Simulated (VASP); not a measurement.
# LiF (P4/mmm) in VASP: a series of runs

LiF is run at these levels: LDA; tasks: single point.

All numbers are computed with VASP 6.6.1; they aren't measurements. Logs are shortened: lines on timing, memory, paths and dates and some standing lists are left out, and cuts for length are marked.

### 1 The cell of the first run

It takes space group P4/mmm (No. 123, tetragonal). Conventional cell: a = 2.521 Å, b = 2.521 Å, c = 2.560 Å, α = 90.00°, β = 90.00°, γ = 90.00°. Li (site symmetry 4/mmm) has 8 F at 2.19 Å and 6 Li at 2.52 to 2.56 Å within 2.9 Å. Within 2.9 Å of F (site symmetry 4/mmm) lie 8 Li at 2.19 Å and 6 F at 2.52 to 2.56 Å.

### 2 Single point, LDA (strain -0.0150 x Voigt [1, 1, 0, 0, 0, 0])

File INCAR:

```
SYSTEM = LiF
PREC = Accurate ; ENCUT = 520
EDIFF = 1E-6 ; ISMEAR = 0
SIGMA = 0.05 ; LREAL = .FALSE.
LASPH = .TRUE. ; NELM = 80
ALGO = Normal ; ISIF = 2
LWAVE = .FALSE. ; LCHARG = .FALSE.
NBANDS = 12
```

File KPOINTS:

```
Automatic mesh
0
G
  10 10 10
  0 0 0
```

File POSCAR:

```
LiF
1.0
    2.5211400050      0.0000000000      0.0000000000
    0.0000000000      2.5211400050      0.0000000000
    0.0000000000      0.0000000000      2.5595330000
Li F
1 1
Direct
    0.0000000000      0.0000000000      0.0000000000
    0.5000000000      0.5000000000      0.5000000000
```

Potentials or basis: VASP PAW LDA potentials, release 64 (Li_sv, F).

Launch:

```bash
> cat potpaw_LDA.64/Li_sv/POTCAR potpaw_LDA.64/F/POTCAR > POTCAR
> mpirun -np 1 vasp_std > vasp.out
```

OUTCAR:

```text
SYSTEM = LiF
   PREC = Accurate
   ENCUT = 520
   EDIFF = 1E-6
   ISMEAR = 0
   LREAL = .FALSE.
   LASPH = .TRUE.
   NELM = 80
   ISIF = 2

 ion  position               nearest neighbor table
   1  0.000  0.000  0.000-   2 2.19   2 2.19   2 2.19   2 2.19   2 2.19   2 2.19   2 2.19   2 2.19

   2  0.500  0.500  0.500-   1 2.19   1 2.19   1 2.19   1 2.19   1 2.19   1 2.19   1 2.19   1 2.19

  LATTYP: Found a simple tetragonal cell.
 ALAT       =     2.5211400050
 C/A-ratio  =     1.0152284264

  Lattice vectors:

 A1 = (   2.5211400050,   0.0000000000,   0.0000000000)
 A2 = (   0.0000000000,   2.5211400050,   0.0000000000)
 A3 = (   0.0000000000,   0.0000000000,   2.5595330000)

Analysis of symmetry for initial positions (statically):
=====================================================================
 Subroutine PRICEL returns:
 Original cell was already a primitive cell.

 Routine SETGRP: Setting up the symmetry group for a
 simple tetragonal supercell.

 Subroutine GETGRP returns: Found 16 space group operations
 (whereof 16 operations were pure point group operations)
 out of a pool of 16 trial point group operations.

The static configuration has the point symmetry D_4h.

Analysis of symmetry for dynamics (positions and initial velocities):
=====================================================================
 Subroutine PRICEL returns:
 Original cell was already a primitive cell.

 Routine SETGRP: Setting up the symmetry group for a
 simple tetragonal supercell.

 Subroutine GETGRP returns: Found 16 space group operations
 (whereof 16 operations were pure point group operations)
 out of a pool of 16 trial point group operations.

The dynamic configuration has the point symmetry D_4h.

 Subroutine INISYM returns: Found 16 space group operations
 (whereof 16 operations are pure point group operations),
 and found     1 'primitive' translations

----------------------------------------------------------------------------------------

                                     Primitive cell

  volume of cell :      16.2688

  direct lattice vectors                    reciprocal lattice vectors
     2.521140005  0.000000000  0.000000000     0.396645961  0.000000000  0.000000000
     0.000000000  2.521140005  0.000000000     0.000000000  0.396645961  0.000000000
     0.000000000  0.000000000  2.559533000     0.000000000  0.000000000  0.390696272

  length of vectors
     2.521140005  2.521140005  2.559533000     0.396645961  0.396645961  0.390696272

  position of ions in fractional coordinates (direct lattice)
     0.000000000  0.000000000  0.000000000
     0.500000000  0.500000000  0.500000000

  ion indices of the primitive-cell ions
   primitive index   ion index
                 1           1
                 2           2

----------------------------------------------------------------------------------------

 KPOINTS: Automatic mesh

Automatic generation of k-mesh.
 Grid dimensions read from file:
 generate k-points for:   10   10   10

 Generating k-lattice:

  Cartesian coordinates                     Fractional coordinates (reciprocal lattice)
     0.039664596  0.000000000  0.000000000     0.100000000  0.000000000  0.000000000
     0.000000000  0.039664596  0.000000000     0.000000000  0.100000000  0.000000000
     0.000000000  0.000000000  0.039069627     0.000000000  0.000000000  0.100000000

  Length of vectors
     0.039664596  0.039664596  0.039069627

  Shift w.r.t. Gamma in fractional coordinates (k-lattice)
     0.000000000  0.000000000  0.000000000

 Subroutine IBZKPT returns following result:
 ===========================================

 Found    126 irreducible k-points:

 Following reciprocal coordinates:
            Coordinates               Weight
  0.000000  0.000000  0.000000      1.000000
  0.100000  0.000000  0.000000      4.000000
  0.200000  0.000000  0.000000      4.000000
  0.300000  0.000000  0.000000      4.000000
  0.400000  0.000000  0.000000      4.000000
  0.500000  0.000000  0.000000      2.000000
[... 16 lines left out ...]
  0.100000  0.000000  0.100000      8.000000
  0.200000  0.000000  0.100000      8.000000
 [... further k-points ...]
   k-points           NKPTS =    126   k-points in BZ     NKDIM =    126   number of bands    NBANDS=     12
   number of dos      NEDOS =    301   number of ions     NIONS =      2
   total plane-waves  NPLWV =   8000
   dimension x,y,z NGX =    20 NGY =   20 NGZ =   20
   dimension x,y,z NGXF=    40 NGYF=   40 NGZF=   40
   ions per type =               1   1
   NGX,Y,Z   is equivalent  to a cutoff of  13.19, 13.19, 12.99 a.u.
   NGXF,Y,Z  is equivalent  to a cutoff of  26.38, 26.38, 25.98 a.u.
 SYSTEM =  LiF
   PREC   = accura    normal or accurate (medium, high low for compatibility)
   ISTART =      0    job   : 0-new  1-cont  2-samecut
   ICHARG =      2    charge: 1-file 2-atom 10-const
   ISPIN  =      1    spin polarized calculation?
   LNONCOLLINEAR =      F non collinear calculations
   LSORBIT =      F    spin-orbit coupling
   LASPH  =      T    aspherical Exc in radial PAW
   ENCUT  =  520.0 eV  38.22 Ry    6.18 a.u.   4.69  4.69  4.76*2*pi/ulx,y,z
   NELM   =     80;   NELMIN=  2; NELMDL= -5     # of ELM steps
   EDIFF  = 0.1E-05   stopping-criterion for ELM
   LREAL  =      F    real-space projection
   EDIFFG = 0.1E-04   stopping-criterion for IOM
   NSW    =      0    number of steps for IOM
   IBRION =     -1    ionic relax: 0-MD 1-quasi-New 2-CG
   NFREE  =      0    steps in history (QN), initial steepest desc. (CG)
   ISIF   =      2    stress and relaxation
   ISYM   =      2    0-nonsym 1-usesym 2-fastsym
   POTIM  = 0.5000    time-step for ionic-motion
   TEBEG  =    0.0;   TEEND  =   0.0 temperature during run
   PSTRESS=    0.0 pullay stress
   NELECT =      10.0000    total number of electrons
   NUPDOWN=      -1.0000    fix difference up-down
   EMIN   =  10.00;   EMAX   =-10.00  energy-range for DOS
   EFERMI =   0.00;   METHOD = LEGACY
   ISMEAR =     0;   SIGMA  =   0.05  broadening in eV -4-tet -1-fermi 0-gaus
   EFERMI_NEDOS =   21; number of points for ismear=-14 and -15
   IALGO  =     38    algorithm
   IMIX   =      4    mixing-type and parameters
     AMIX     =   0.40;   BMIX     =  1.00
     AMIX_MAG =   1.60;   BMIX_MAG =  1.00
  volume/ion in A,a.u.               =       8.13        54.89
  Fermi-wavevector in a.u.,A,eV,Ry     =   1.391949  2.630402 26.361582  1.937522
  Thomas-Fermi vector in A             =   2.515739
   LORBIT       =      0    0 simple, 1 ext, 2 COOP (PROOUT), +10 PAW based schemes
   GGA     = CA    functional components
   LHFCALC =     F    Hartree Fock is set to
   AEXX    =    0.0000 exact exchange contribution
   IVDW    =     0    specifies the selected vdW correction
   LEPSILON=     F    determine dielectric tensor
   LRPA    =     F    only Hartree local field effects (RPA)
 non-spin polarized calculation
 Gauss-broadening in eV      SIGMA  =   0.05
  energy-cutoff  :      520.00
  volume of cell :       16.27
 maximum number of plane-waves:       461
 NGX is ok and might be reduce to    20
   NGX =  9   NGY =  9   NGZ =  9

 number of electron      10.0000020 magnetization

 Free energy of the ion-electron system (eV)
  ---------------------------------------------------
  ext. energy  EPLUGINS =         0.00000000
  ---------------------------------------------------
  free energy    TOTEN  =        -9.88876779 eV

  energy without entropy =       -9.88876779  energy(sigma->0) =       -9.88876779

 E-fermi :   0.5024     XC(G=0): -10.7247

 val. band max:        0.0593705003   @ k =   0.5000   0.0000   0.5000
 cond. band min:       7.5758209123   @ k =   0.0000   0.0000   0.0000
 fundamental gap:      7.5164504120
 Fermi energy:         0.5024321114

 k-point     1 :       0.0000    0.0000    0.0000
  band No.  band energies     occupation
      1     -41.5968      2.00000
      2     -20.5194      2.00000
      3      -0.8072      2.00000
      4      -0.6376      2.00000
      5      -0.6376      2.00000
      6       7.5758      0.00000
      7      18.4326      0.00000
      8      18.8113      0.00000
      9      20.5850      0.00000
     10      21.0146      0.00000
     11      21.0146      0.00000
     12      38.4208      0.00000

 k-point     2 :       0.1000    0.0000    0.0000
  band No.  band energies     occupation
      1     -41.5907      2.00000
      2     -20.4723      2.00000
      3      -1.0190      2.00000
      4      -0.7661      2.00000
      5      -0.5987      2.00000
      6       7.8110      0.00000
      7      17.3177      0.00000
      8      18.7713      0.00000
      9      20.5356      0.00000
     10      20.9789      0.00000
     11      23.0210      0.00000
     12      36.8497      0.00000

 k-point     3 :       0.2000    0.0000    0.0000
  band No.  band energies     occupation
      1     -41.5750      2.00000
      2     -20.3469      2.00000
      3      -1.9170      2.00000
      4      -0.6567      2.00000
      5      -0.4953      2.00000
      6       8.2938      0.00000
      7      15.7750      0.00000
      8      19.4692      0.00000
      9      20.3858      0.00000
     10      20.8664      0.00000
     11      26.3931      0.00000
     12      33.6448      0.00000
[... 286 lines left out ...]
 k-point    23 :       0.1000    0.0000    0.1000
  band No.  band energies     occupation
      1     -41.5855      2.00000
      2     -20.4298      2.00000
      3      -1.1329      2.00000
      4      -0.9764      2.00000
      5      -0.5633      2.00000
      6       8.0643      0.00000
      7      16.8442      0.00000
      8      18.0018      0.00000
      9      20.9494      0.00000
     10      21.9417      0.00000
     11      23.5680      0.00000
     12      34.4291      0.00000

 k-point    24 :       0.2000    0.0000    0.1000
  band No.  band energies     occupation
      1     -41.5700      2.00000
      2     -20.3023      2.00000
      3      -1.8827      2.00000
      4      -1.0154      2.00000
      5      -0.4625      2.00000
      6       8.5878      0.00000
      7      15.7065      0.00000
      8      17.8883      0.00000
      9      20.9039      0.00000
     10      22.2691      0.00000
     11      26.6830      0.00000
     12      31.8399      0.00000

 [... further k-points ...]

------------------------ aborting loop because EDIFF is reached ----------------------------------------

  FORCE on cell =-STRESS in cart. coord.  units (eV):
  Direction    XX          YY          ZZ          XY          YZ          ZX
  --------------------------------------------------------------------------------------
  -------------------------------------------------------------------------------------
  Total       -0.4869730     -0.4869730     -0.9242014      0.0000000      0.0000000      0.0000000
  in kB      -47.9579740    -47.9579740    -91.0170076      0.0000000      0.0000000      0.0000000
  external PRESSURE =     -62.3109852 kB  Pullay stress =       0.0000000 kB

 VOLUME and BASIS-vectors are now :
 -----------------------------------------------------------------------------
  energy-cutoff  :      520.00
  volume of cell :       16.27
      direct lattice vectors                 reciprocal lattice vectors
     2.521140005  0.000000000  0.000000000     0.396645961  0.000000000  0.000000000
     0.000000000  2.521140005  0.000000000     0.000000000  0.396645961  0.000000000
     0.000000000  0.000000000  2.559533000     0.000000000  0.000000000  0.390696272

 POSITION                                       TOTAL-FORCE (eV/Angst)
 -----------------------------------------------------------------------------------
      0.00000      0.00000      0.00000         0.000000      0.000000      0.000000
      1.26057      1.26057      1.27977         0.000000      0.000000      0.000000
 -----------------------------------------------------------------------------------
    total drift:                                0.000000      0.000000      0.000000

  FREE ENERGIE OF THE ION-ELECTRON SYSTEM (eV)
  ---------------------------------------------------
  free  energy   TOTEN  =        -9.8887677918 eV

  energy  without entropy=       -9.8887677918  energy(sigma->0) =       -9.88876779
```

It took 24 s on 1 thread of Intel Xeon 8259CL, shared host; peak memory 0.13 GiB.

Results:

```
Free energy            : -9.8888 eV
Band gap on the k mesh : 7.52 eV (least direct gap 8.21 eV)
```

Caveat: the cell differs from its parent crystal (strain -0.0150 x Voigt [1, 1, 0, 0, 0, 0]); the cutoff is under 1.25 times the usual one of these potentials, so pressure, stress and relaxed cells hold a basis-set (Pulay) error. A k mesh can miss the band edges.

### 3 Single point, LDA (strain +0.0050 x Voigt [1, 1, 0, 0, 0, 0])

File INCAR:

```
PREC = Accurate
ENCUT = 520
EDIFF = 1E-6
ISMEAR = 0
SIGMA = 0.05
LREAL = False
LASPH = True
NELM = 100
ALGO = Normal
ISIF = 2
LWAVE = False
LCHARG = True
GGA = CA
LELF = True
LVHAR = True
NBANDS = 12
```

File KPOINTS:

```
regular mesh
0
Gamma
  10 10 10
```

File POSCAR:

```
LiF
1.0
    2.5723306650      0.0000000000      0.0000000000
    0.0000000000      2.5723306650      0.0000000000
    0.0000000000      0.0000000000      2.5595330000
Li F
1 1
Direct
    0.0000000000      0.0000000000      0.0000000000
    0.5000000000      0.5000000000      0.5000000000
```

Potentials or basis: VASP PAW LDA potentials, release 64 (Li_sv, F).

Launch:

```bash
> cat potpaw_LDA.64/Li_sv/POTCAR potpaw_LDA.64/F/POTCAR > POTCAR
> mpirun -np 1 vasp_std > vasp.out
```

It took 18 s on 1 thread of Intel Xeon 8259CL, shared host; peak memory 0.13 GiB.

The run converged. Its results:

| Quantity | Value |
| --- | --- |
| Free energy | -9.8616 eV |
| Band gap on the k mesh | 7.20 eV (least direct gap 7.86 eV) |

Levels at points of the mesh, in eV from the valence-band top:
```tsv
k point	band 3	band 4	band 5	band 6	band 7	band 8
(0.00, 0.00, 0.00)	-0.72	-0.72	-0.66	7.20	18.27	18.40
(0.50, 0.00, 0.00)	-3.72	-0.32	-0.27	8.72	13.56	19.71
(0.50, 0.50, 0.00)	-3.31	-3.31	0.00	12.91	13.18	13.18
(0.00, 0.00, 0.50)	-3.73	-0.31	-0.31	8.69	13.63	19.77
(0.50, 0.00, 0.50)	-3.31	-3.29	-0.03	12.95	13.14	13.22
(0.50, 0.50, 0.50)	-2.30	-2.28	-2.28	10.63	10.67	10.67
```

Caveat: the cell differs from its parent crystal (strain +0.0050 x Voigt [1, 1, 0, 0, 0, 0]); the cutoff is under 1.25 times the usual one of these potentials, so pressure, stress and relaxed cells hold a basis-set (Pulay) error.
